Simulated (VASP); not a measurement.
The system is K2IBr.

```
Br I K
1.0
     2.38020    1.37421    7.77370
    -2.38020    1.37421    7.77370
     0.00000   -2.74842    7.77370
Br I K
1 1 2
Direct
  0.00000 0.00000 0.00000
  0.50000 0.50000 0.50000
  0.25000 0.25000 0.25000
  0.75000 0.75000 0.75000
```

```yaml
Program: VASP 6.6.1
Task: relaxation of cell and atoms
Functional: PBE
Potentials_or_basis: VASP PAW PBE potentials, release 64 (Br, I, K_sv)
Cutoff: 600 eV
k_mesh: 6 × 6 × 6
Occupations: fermi-dirac, width 0.02 eV
Spin: no spin polarisation
```

At the start: pressure 1.6 GPa; volume 38.14 Å³/atom.

How do energy, volume and symmetry change on relaxing?

Over 10 steps the energy falls by 29.7 meV/atom and the volume is 41.93 Å³/atom (+9.9 %); space group R-3m (No. 166, to 0.05 Å).

Step by step:
| step | energy change (eV) | largest force (eV/Å) | pressure (GPa) | volume (Å³) |
| --- | --- | --- | --- | --- |
| 1 | 0.0000 | 0.4124 | 1.62 | 152.56 |
| 2 | -0.0739 | 0.2982 | 0.64 | 161.23 |
| 3 | -0.0979 | 0.1836 | -0.26 | 172.73 |
| 4 | -0.0986 | 0.1990 | -0.15 | 171.02 |
| 5 | -0.1039 | 0.1714 | -0.12 | 170.47 |
| 6 | -0.1150 | 0.0871 | -0.05 | 168.82 |
| 7 | -0.1142 | 0.0907 | 0.15 | 165.56 |
| 8 | -0.1186 | 0.0087 | 0.03 | 167.31 |
| 9 | -0.1186 | 0.0040 | 0.03 | 167.24 |
| 10 | -0.1187 | 0.0004 | 0.00 | 167.74 |

Final structure:
```
CELL_PARAMETERS angstrom
2.45387 1.41674 8.04149
-2.45387 1.41674 8.04149
0.00000 -2.83348 8.04149
ATOMIC_POSITIONS crystal
Br 0.00000 0.00000 0.00000
I 0.50000 0.50000 0.50000
K 0.25553 0.25553 0.25553
K 0.74447 0.74447 0.74447
```
